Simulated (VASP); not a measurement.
A run of VASP 6.6.1 is set up as follows.

The input INCAR:

```
PREC = Accurate
ENCUT = 520
EDIFF = 1E-7
ISMEAR = 0
SIGMA = 0.011
LREAL = F
LASPH = T
NELM = 60
ALGO = Normal
ISIF = 2
LWAVE = F
LCHARG = F
GGA = PE
NBANDS = 14
```

The input KPOINTS:

```
regular mesh
0
Gamma
  8 8 8
```

POSCAR

```
NaCl
1.0
    3.5021900000      0.0000000000      0.0000000000
    0.0000000000      3.5021900000      0.0000000000
    0.0000000000      0.0000000000      3.5021900000
Cl Na
1 1
Direct
    0.5000000000      0.5000000000      0.5000000000
    0.0000000000      0.0000000000      0.0000000000
```

Potentials or basis: VASP PAW PBE potentials, release 64 (Cl, Na_pv).

Launch:

```console
$ cat potpaw_PBE.64/Cl/POTCAR potpaw_PBE.64/Na_pv/POTCAR > POTCAR
$ mpirun -np 1 vasp_std > vasp.out
```

(1) What does it give for the band gap on the k mesh?

(2) Predict the pressure.

Results:

(1) 3.98 eV (least direct gap 4.47 eV).

(2) 0.1 GPa.
